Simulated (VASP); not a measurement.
A run of VASP 6.6.1 is set up as follows.

INCAR

```
ALGO = Normal
EDIFF = 1E-6
ENCUT = 520
GGA = PE
ISIF = 2
ISMEAR = -1
ISPIN = 2
ISYM = 0
LASPH = True
LCHARG = False
LMAXMIX = 4
LORBIT = 11
LREAL = False
LWAVE = False
MAGMOM = 4 -4
NBANDS = 19
NELM = 150
PREC = Accurate
SIGMA = 0.1
```

File KPOINTS:

```
k-points
0
Gamma
  15 8 15
```

POSCAR

```
Fe
1.0
    0.0000000000      1.7340000000      1.7340000000
    3.4680000000      0.0000000000      3.4680000000
    1.7340000000      1.7340000000      0.0000000000
Fe
2
Direct
    0.0000000000      0.0000000000      0.0000000000
    0.0000000000      0.5000000000      0.0000000000
```

Potentials or basis: VASP PAW PBE potentials, release 64 (Fe).

The run is started by

```console
$ cat potpaw_PBE.64/Fe/POTCAR > POTCAR
$ mpirun -np 1 vasp_std > vasp.out
```

Task: Predict the net moment.

Result: 0.00 μB per cell.

Task: Estimate the pressure.

Result: 0.9 GPa.

Task: What does it give for the band gap on the k mesh?

Result: Zero (filled and empty bands overlap).

Stress tensor (GPa, compression positive):
```
 0.91 -2.11  2.14
-2.11  1.01 -2.11
 2.14 -2.11  0.91
```
